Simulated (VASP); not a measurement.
Input of a VASP 6.6.1 run:

File INCAR:

```
SYSTEM = PbSe
ALGO = Normal
EDIFF = 1E-6
ENCUT = 520
GGA = PE
ISIF = 2
ISMEAR = 0
LASPH = .TRUE.
LCHARG = .FALSE.
LREAL = .FALSE.
LWAVE = .FALSE.
NBANDS = 28
NELM = 60
PREC = Accurate
SIGMA = 0.02
```

The input KPOINTS:

```
k-points
0
G
  6 6 4
  0 0 0
```

File POSCAR:

```
PbSe
1.0
    4.1646952294      0.0000000000      0.0000000000
   -2.0823476147      3.6067318677      0.0000000000
    0.0000000000      0.0000000000      7.5737570874
Pb Se
2 2
Direct
    0.6666666667      0.3333333333      0.2468396365
    0.3333333333      0.6666666667      0.7468396365
    0.0000000000      0.0000000000      0.5030093635
    0.0000000000      0.0000000000      0.0030093635
```

Potentials or basis: VASP PAW PBE potentials, release 64 (Pb_d, Se).

Run with:

```sh
$ cat potpaw_PBE.64/Pb_d/POTCAR potpaw_PBE.64/Se/POTCAR > POTCAR
$ mpirun -np 1 vasp_std > vasp.out
```

(1) What does it give for the pressure?

(2) What does it give for the band gap on the k mesh?

Results:

(1) 2.9 GPa.

(2) zero (bands 20 and 21 overlap by 0.10 eV).

Caveat: semilocal functionals underestimate gaps, and a narrow one can read as zero; spin-orbit coupling is left out, which moves the levels of the heavy elements.
